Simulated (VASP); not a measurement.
# BN (P6_3/mmc) in VASP: a series of runs

The runs below take BN through single point, with r2SCAN.

Program: VASP 6.6.1. These are calculated values, not measurements. Logs are shortened: lines on timing, memory, paths and dates and some standing lists are left out, and cuts for length are marked.

### Step 1. The cell of the first run

The structure is hexagonal, space group P6_3/mmc (No. 194). Conventional cell: a = 2.513 Å, b = 2.513 Å, c = 6.882 Å, α = 90.00°, β = 90.00°, γ = 120.00°. Within 1.9 Å of B (site symmetry -6m2) lie 3 N at 1.45 Å. N (site symmetry -6m2) has 3 B at 1.45 Å within 1.9 Å.

### Step 2. Single point, r2SCAN (in-plane strain +0.005, then relaxed in part)

File POSCAR:

```
BN
1.0
    2.5134448758      0.0000000000      0.0000000000
   -1.2567224379      2.1767071135      0.0000000000
    0.0000000000      0.0000000000      6.8823230437
B N
2 2
Direct
    0.3333333333      0.6666666667      0.2500000000
    0.6666666667      0.3333333333      0.7500000000
    0.3333333333      0.6666666667      0.7500000000
    0.6666666667      0.3333333333      0.2500000000
```

File INCAR.step1:

```
SYSTEM = BN
  PREC = Accurate
  ENCUT = 520
  ISMEAR = 0
  SIGMA = 0.01
  LREAL = .FALSE.
  LASPH = .TRUE.
  NELM = 100
  NBANDS = 16
  GGA = PE
  ALGO = Normal
  EDIFF = 1E-4
  LWAVE = .TRUE.
  LCHARG = .FALSE.
```

File INCAR.step2:

```
SYSTEM = BN
  PREC = Accurate
  ENCUT = 520
  EDIFF = 1E-7
  ISMEAR = 0
  SIGMA = 0.01
  LREAL = .FALSE.
  LASPH = .TRUE.
  NELM = 100
  ALGO = Normal
  ISIF = 2
  LWAVE = .FALSE.
  LCHARG = .FALSE.
  METAGGA = R2SCAN
  LMIXTAU = .TRUE.
  NBANDS = 16
  ISTART = 1
```

File KPOINTS:

```
Automatic mesh
0
G
  10 10 4
  0 0 0
```

Potentials or basis: VASP PAW PBE potentials, release 64 (B, N).

On the command line:

```bash
cat potpaw_PBE.64/B/POTCAR potpaw_PBE.64/N/POTCAR > POTCAR
cp INCAR.step1 INCAR
mpirun -np 1 vasp_std > vasp.out
cp INCAR.step2 INCAR
mpirun -np 1 vasp_std > vasp.out
```

OUTCAR:

```text
SYSTEM = BN
   PREC = Accurate
   ENCUT = 520
   EDIFF = 1E-7
   ISMEAR = 0
   LREAL = .FALSE.
   LASPH = .TRUE.
   NELM = 100
   ISIF = 2
   METAGGA = R2SCAN
   ISTART = 1

 ion  position               nearest neighbor table
   1  0.333  0.667  0.250-   4 1.45   4 1.45   4 1.45
   2  0.667  0.333  0.750-   3 1.45   3 1.45   3 1.45
   3  0.333  0.667  0.750-   2 1.45   2 1.45   2 1.45
   4  0.667  0.333  0.250-   1 1.45   1 1.45   1 1.45

  LATTYP: Found a hexagonal cell.
 ALAT       =     2.5134448758
 C/A-ratio  =     2.7382032962

  Lattice vectors:

 A1 = (   2.5134448758,   0.0000000000,   0.0000000000)
 A2 = (  -1.2567224379,   2.1767071135,   0.0000000000)
 A3 = (   0.0000000000,   0.0000000000,   6.8823230437)

Analysis of symmetry for initial positions (statically):
=====================================================================
 Subroutine PRICEL returns:
 Original cell was already a primitive cell.

 Routine SETGRP: Setting up the symmetry group for a
 hexagonal supercell.

 Subroutine GETGRP returns: Found 24 space group operations
 (whereof 12 operations were pure point group operations)
 out of a pool of 24 trial point group operations.

The static configuration has the point symmetry D_3d.
 The point group associated with its full space group is D_6h.

Analysis of symmetry for dynamics (positions and initial velocities):
=====================================================================
 Subroutine PRICEL returns:
 Original cell was already a primitive cell.

 Routine SETGRP: Setting up the symmetry group for a
 hexagonal supercell.

 Subroutine GETGRP returns: Found 24 space group operations
 (whereof 12 operations were pure point group operations)
 out of a pool of 24 trial point group operations.

The dynamic configuration has the point symmetry D_3d.
 The point group associated with its full space group is D_6h.

 Subroutine INISYM returns: Found 24 space group operations
 (whereof 12 operations are pure point group operations),
 and found     1 'primitive' translations

----------------------------------------------------------------------------------------

                                     Primitive cell

  volume of cell :      37.6534

  direct lattice vectors                    reciprocal lattice vectors
     2.513444876  0.000000000  0.000000000     0.397860327  0.229704767  0.000000000
    -1.256722438  2.176707114  0.000000000     0.000000000  0.459409534  0.000000000
     0.000000000  0.000000000  6.882323044     0.000000000  0.000000000  0.145299776

  length of vectors
     2.513444876  2.513444876  6.882323044     0.459409534  0.459409534  0.145299776

  position of ions in fractional coordinates (direct lattice)
     0.333333333  0.666666667  0.250000000
     0.666666667  0.333333333  0.750000000
     0.333333333  0.666666667  0.750000000
     0.666666667  0.333333333  0.250000000

  ion indices of the primitive-cell ions
   primitive index   ion index
                 1           1
                 2           2
                 3           3
                 4           4

----------------------------------------------------------------------------------------

 KPOINTS: Automatic mesh

Automatic generation of k-mesh.
 Grid dimensions read from file:
 generate k-points for:   10   10    4

 Generating k-lattice:

  Cartesian coordinates                     Fractional coordinates (reciprocal lattice)
     0.039786033  0.022970477  0.000000000     0.100000000 -0.000000000  0.000000000
     0.000000000  0.045940953  0.000000000     0.000000000  0.100000000  0.000000000
     0.000000000  0.000000000  0.036324944     0.000000000  0.000000000  0.250000000

  Length of vectors
     0.045940953  0.045940953  0.036324944

  Shift w.r.t. Gamma in fractional coordinates (k-lattice)
     0.000000000  0.000000000  0.000000000

 Subroutine IBZKPT returns following result:
 ===========================================

 Found     42 irreducible k-points:

 Following reciprocal coordinates:
            Coordinates               Weight
  0.000000  0.000000  0.000000      1.000000
  0.100000  0.000000  0.000000      6.000000
  0.200000  0.000000  0.000000      6.000000
  0.300000  0.000000  0.000000      6.000000
  0.400000  0.000000  0.000000      6.000000
  0.500000  0.000000  0.000000      3.000000
[... 16 lines left out ...]
  0.300000  0.100000  0.250000     24.000000
  0.400000  0.100000  0.250000     24.000000
 [... further k-points ...]
   k-points           NKPTS =     42   k-points in BZ     NKDIM =     42   number of bands    NBANDS=     16
   number of dos      NEDOS =    301   number of ions     NIONS =      4
   total plane-waves  NPLWV =  21600
   dimension x,y,z NGX =    20 NGY =   20 NGZ =   54
   dimension x,y,z NGXF=    40 NGYF=   40 NGZF=  108
   ions per type =               2   2
   NGX,Y,Z   is equivalent  to a cutoff of  13.23, 13.23, 13.04 a.u.
   NGXF,Y,Z  is equivalent  to a cutoff of  26.46, 26.46, 26.09 a.u.
 SYSTEM =  BN
   PREC   = accura    normal or accurate (medium, high low for compatibility)
   ISTART =      1    job   : 0-new  1-cont  2-samecut
   ICHARG =      0    charge: 1-file 2-atom 10-const
   ISPIN  =      1    spin polarized calculation?
   LNONCOLLINEAR =      F non collinear calculations
   LSORBIT =      F    spin-orbit coupling
   LASPH  =      T    aspherical Exc in radial PAW
   ENCUT  =  520.0 eV  38.22 Ry    6.18 a.u.   4.67  4.67 12.80*2*pi/ulx,y,z
   NELM   =    100;   NELMIN=  2; NELMDL=  0     # of ELM steps
   EDIFF  = 0.1E-06   stopping-criterion for ELM
   LREAL  =      F    real-space projection
   EDIFFG = 0.1E-05   stopping-criterion for IOM
   NSW    =      0    number of steps for IOM
   IBRION =     -1    ionic relax: 0-MD 1-quasi-New 2-CG
   NFREE  =      0    steps in history (QN), initial steepest desc. (CG)
   ISIF   =      2    stress and relaxation
   ISYM   =      2    0-nonsym 1-usesym 2-fastsym
   POTIM  = 0.5000    time-step for ionic-motion
   TEBEG  =    0.0;   TEEND  =   0.0 temperature during run
   PSTRESS=    0.0 pullay stress
   NELECT =      16.0000    total number of electrons
   NUPDOWN=      -1.0000    fix difference up-down
   EMIN   =  10.00;   EMAX   =-10.00  energy-range for DOS
   EFERMI =   0.00;   METHOD = LEGACY
   ISMEAR =     0;   SIGMA  =   0.01  broadening in eV -4-tet -1-fermi 0-gaus
   EFERMI_NEDOS =   21; number of points for ismear=-14 and -15
   IALGO  =     38    algorithm
   IMIX   =      4    mixing-type and parameters
     AMIX     =   0.40;   BMIX     =  1.00
     AMIX_MAG =   1.60;   BMIX_MAG =  1.00
  volume/ion in A,a.u.               =       9.41        63.52
  Fermi-wavevector in a.u.,A,eV,Ry     =   1.230779  2.325835 20.610330  1.514817
  Thomas-Fermi vector in A             =   2.365614
   LORBIT       =      0    0 simple, 1 ext, 2 COOP (PROOUT), +10 PAW based schemes
   METAGGA = R2SCAN    functional components
   LHFCALC =     F    Hartree Fock is set to
   AEXX    =    0.0000 exact exchange contribution
   IVDW    =     0    specifies the selected vdW correction
   LEPSILON=     F    determine dielectric tensor
   LRPA    =     F    only Hartree local field effects (RPA)
 non-spin polarized calculation
 Gauss-broadening in eV      SIGMA  =   0.01
  energy-cutoff  :      520.00
  volume of cell :       37.65
 maximum number of plane-waves:      1046
 NGX is ok and might be reduce to    20
   NGX =  9   NGY =  9   NGZ = 25

 number of electron      16.0000001 magnetization

 Free energy of the ion-electron system (eV)
  ---------------------------------------------------
  ext. energy  EPLUGINS =         0.00000000
  ---------------------------------------------------
  free energy    TOTEN  =       -38.59202467 eV

  energy without entropy =      -38.59202467  energy(sigma->0) =      -38.59202467

 E-fermi :   1.8145     XC(G=0): -10.4717

 val. band max:        1.7017997275   @ k =   0.3000   0.3000   0.0000
 cond. band min:       6.5837140498   @ k =   0.5000   0.0000   0.0000
 fundamental gap:      4.8819143223
 Fermi energy:         1.8144599325

 k-point     1 :       0.0000    0.0000    0.0000
  band No.  band energies     occupation
      1     -17.0098      2.00000
      2     -16.7889      2.00000
      3      -4.4882      2.00000
      4      -2.6430      2.00000
      5       0.3169      2.00000
      6       0.3169      2.00000
[... 8 lines left out ...]
     15      14.3349      0.00000
     16      15.8025      0.00000

 k-point     2 :       0.1000    0.0000    0.0000
  band No.  band energies     occupation
      1     -16.8087      2.00000
      2     -16.5929      2.00000
      3      -4.2124      2.00000
      4      -2.3917      2.00000
      5      -0.5078      2.00000
      6      -0.4861      2.00000
[... 8 lines left out ...]
     15      15.0384      0.00000
     16      15.0771      0.00000

 k-point     3 :       0.2000    0.0000    0.0000
  band No.  band energies     occupation
      1     -16.2228      2.00000
      2     -16.0227      2.00000
      3      -3.4011      2.00000
      4      -2.4726      2.00000
      5      -2.4399      2.00000
      6      -1.6615      2.00000
[... 8 lines left out ...]
     15      17.0872      0.00000
     16      17.1824      0.00000

 k-point     4 :       0.3000    0.0000    0.0000
  band No.  band energies     occupation
      1     -15.3223      2.00000
      2     -15.1514      2.00000
      3      -4.7528      2.00000
      4      -4.6988      2.00000
      5      -2.1206      2.00000
      6      -1.7711      2.00000
[... 8 lines left out ...]
     15      18.0496      0.00000
     16      20.1727      0.00000
[... 324 lines left out ...]
 k-point    22 :       0.2000    0.1000    0.2500
  band No.  band energies     occupation
      1     -15.6408      2.00000
      2     -15.5111      2.00000
      3      -3.7145      2.00000
      4      -3.6903      2.00000
      5      -2.4037      2.00000
      6      -1.8325      2.00000
[... 8 lines left out ...]
     15      17.4204      0.00000
     16      17.6738      0.00000

 k-point    23 :       0.3000    0.1000    0.2500
  band No.  band energies     occupation
      1     -14.6671      2.00000
      2     -14.5650      2.00000
      3      -5.7529      2.00000
      4      -5.7130      2.00000
      5      -2.6569      2.00000
      6      -2.6211      2.00000
[... 8 lines left out ...]
     15      18.3041      0.00000
     16      19.9119      0.00000

 k-point    24 :       0.4000    0.1000    0.2500
  band No.  band energies     occupation
      1     -13.8233      2.00000
      2     -13.7686      2.00000
      3      -7.1833      2.00000
      4      -7.1412      2.00000
      5      -3.0957      2.00000
      6      -3.0575      2.00000
[... 8 lines left out ...]
     15      17.5254      0.00000
     16      20.1349      0.00000

 [... further k-points ...]

------------------------ aborting loop because EDIFF is reached ----------------------------------------

  FORCE on cell =-STRESS in cart. coord.  units (eV):
  Direction    XX          YY          ZZ          XY          YZ          ZX
  --------------------------------------------------------------------------------------
  -------------------------------------------------------------------------------------
  Total       -1.0712088     -1.0712088     -0.0615394      0.0000000      0.0000000      0.0000000
  in kB      -45.5806278    -45.5806278     -2.6185423      0.0000000      0.0000000      0.0000000
  external PRESSURE =     -31.2599326 kB  Pullay stress =       0.0000000 kB

 VOLUME and BASIS-vectors are now :
 -----------------------------------------------------------------------------
  energy-cutoff  :      520.00
  volume of cell :       37.65
      direct lattice vectors                 reciprocal lattice vectors
     2.513444876  0.000000000  0.000000000     0.397860327  0.229704767  0.000000000
    -1.256722438  2.176707114  0.000000000     0.000000000  0.459409534  0.000000000
     0.000000000  0.000000000  6.882323044     0.000000000  0.000000000  0.145299776

 POSITION                                       TOTAL-FORCE (eV/Angst)
 -----------------------------------------------------------------------------------
     -0.00000      1.45114      1.72058        -0.000000      0.000000      0.000000
      1.25672      0.72557      5.16174        -0.000000     -0.000000      0.000000
     -0.00000      1.45114      5.16174        -0.000000      0.000000      0.000000
      1.25672      0.72557      1.72058         0.000000     -0.000000      0.000000
 -----------------------------------------------------------------------------------
    total drift:                               -0.000000      0.000000      0.000000

  FREE ENERGIE OF THE ION-ELECTRON SYSTEM (eV)
  ---------------------------------------------------
  free  energy   TOTEN  =       -38.5920246706 eV

  energy  without entropy=      -38.5920246706  energy(sigma->0) =      -38.59202467
```

It took 75 s on 1 thread of Intel Xeon Platinum 8488C (Sapphire Rapids), shared host; peak memory 0.16 GiB.

Results:

| Property | Result |
| --- | --- |
| Free energy | -38.5920 eV |
| Pressure | -3.1 GPa |
| Band gap on the k mesh | 4.88 eV, indirect (least direct gap 5.37 eV) |

Caveat: the cell differs from its parent crystal (in-plane strain +0.005, then relaxed in part); the PAW data sets were made with another functional, which shifts forces and pressure a little. A k mesh can miss the band edges.

### Step 3. Single point, r2SCAN (in-plane strain +0.005)

Edit POSCAR of step 2 so:

```diff
@@ -4,3 +4,3 @@
    -1.2567224379      2.1767071135      0.0000000000
-    0.0000000000      0.0000000000      6.8823230437
+    0.0000000000      0.0000000000      6.8515030050
 B N
```

File INCAR.step1:

```
SYSTEM = BN
ALGO = Normal
EDIFF = 1E-4
ENCUT = 520
GGA = PE
ISMEAR = 0
LASPH = .TRUE.
LCHARG = .FALSE.
LREAL = .FALSE.
LWAVE = .TRUE.
NBANDS = 16
NELM = 100
PREC = Accurate
SIGMA = 0.01
```

File INCAR.step2:

```
SYSTEM = BN
ALGO = Normal
EDIFF = 1E-7
ENCUT = 520
ISIF = 2
ISMEAR = 0
ISTART = 1
LASPH = .TRUE.
LCHARG = .FALSE.
LMIXTAU = .TRUE.
LREAL = .FALSE.
LWAVE = .FALSE.
METAGGA = R2SCAN
NBANDS = 16
NELM = 100
PREC = Accurate
SIGMA = 0.01
```

File KPOINTS:

```
k-points
0
G
  10 10 4
  0 0 0
```

Potentials or basis: VASP PAW PBE potentials, release 64 (B, N).

On the command line:

```bash
cat potpaw_PBE.64/B/POTCAR potpaw_PBE.64/N/POTCAR > POTCAR
cp INCAR.step1 INCAR
mpirun -np 1 vasp_std > vasp.out
cp INCAR.step2 INCAR
mpirun -np 1 vasp_std > vasp.out
```

Run time: 76 s. Hardware: 1 thread of Intel Xeon Platinum 8488C (Sapphire Rapids), shared host; peak memory 0.16 GiB.

The run converged. Its results:

```yaml
Free_energy: -38.5920 eV
Pressure: -3.1 GPa
Band_gap_on_the_k_mesh: 4.87 eV, indirect (least direct gap 5.36 eV)
```

Stress tensor (GPa, compression positive):
```
-4.58  0.00  0.00
 0.00 -4.58  0.00
 0.00  0.00 -0.17
```

Levels at points of the mesh, in eV from the valence-band top:
```tsv
k point	band 4	band 5	band 6	band 7	band 8	band 9	band 10	band 11	band 12	band 13
(0.00, 0.00, 0.00)	-4.32	-1.39	-1.39	-1.36	-1.36	5.40	10.60	12.19	12.19	12.30
(0.50, 0.00, 0.00)	-9.18	-4.29	-4.24	-1.37	-0.51	4.87	6.15	10.05	10.54	13.07
(0.00, 0.00, 0.50)	-5.37	-1.37	-1.37	-1.37	-1.37	7.71	7.71	12.24	12.24	12.24
(0.50, 0.00, 0.50)	-9.21	-4.26	-4.26	-0.93	-0.93	5.31	5.31	10.47	10.47	14.04
```

Caveat: the cell differs from its parent crystal (in-plane strain +0.005); the PAW data sets were made with another functional, which shifts forces and pressure a little.
